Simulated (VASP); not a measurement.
Runs of VASP 6.6.1 on Ta2C. The structure is that of space group P-3m1 (No. 164), or close to it. The cells are those of the table. 

```csv
cell,gap on the mesh (eV),pressure (GPa),largest force (eV/Å)
"a = 3.095, b = 3.095, c = 5.167 Å, angles 90.0, 90.0, 120.0°, 3 atoms",none,-12.4,0.53
"a = 3.173, b = 3.173, c = 4.798 Å, angles 90.0, 90.0, 120.0°, 3 atoms",none,-5.6,0.09
"a = 3.173, b = 3.173, c = 4.921 Å, angles 90.0, 90.0, 120.0°, 3 atoms",none,-12.4,0.31
"a = 3.250, b = 3.250, c = 4.798 Å, angles 90.0, 90.0, 120.0°, 3 atoms",none,-16.7,0.44
"a = 3.250, b = 3.250, c = 4.675 Å, angles 90.0, 90.0, 120.0°, 3 atoms",none,-10.1,0.30
"a = 3.095, b = 3.095, c = 5.044 Å, angles 90.0, 90.0, 120.0°, 3 atoms",none,(a),0.24
```

Alike in all rows: task single point; level PBEsol; potentials or basis VASP PAW PBE potentials, release 64 (Ta_pv, C); no spin polarisation; k mesh 18 × 18 × 10; cutoff (eV) 520; smearing gaussian 0.15 eV.

Q: Fill in the values left out.

A: (a) -6.5.

Caveats: the PAW data sets were made with another functional, which shifts forces and pressure a little; spin-orbit coupling is left out, which moves the levels of the heavy elements; the stress differs along the axes, from -24 to -7 GPa (at least some runs); the stress differs along the axes, from -11 to 6 GPa (at least some runs); the stress differs along the axes, from -15 to -7 GPa (at least some runs); the stress differs along the axes, from -24 to -2 GPa (at least some runs); the stress differs along the axes, from -21 to 11 GPa (at least some runs).

A k mesh can miss the band edges, and the runs leave out spin-orbit coupling on Ta.

A gap of «none» marks levels without a gap at the run's occupations.
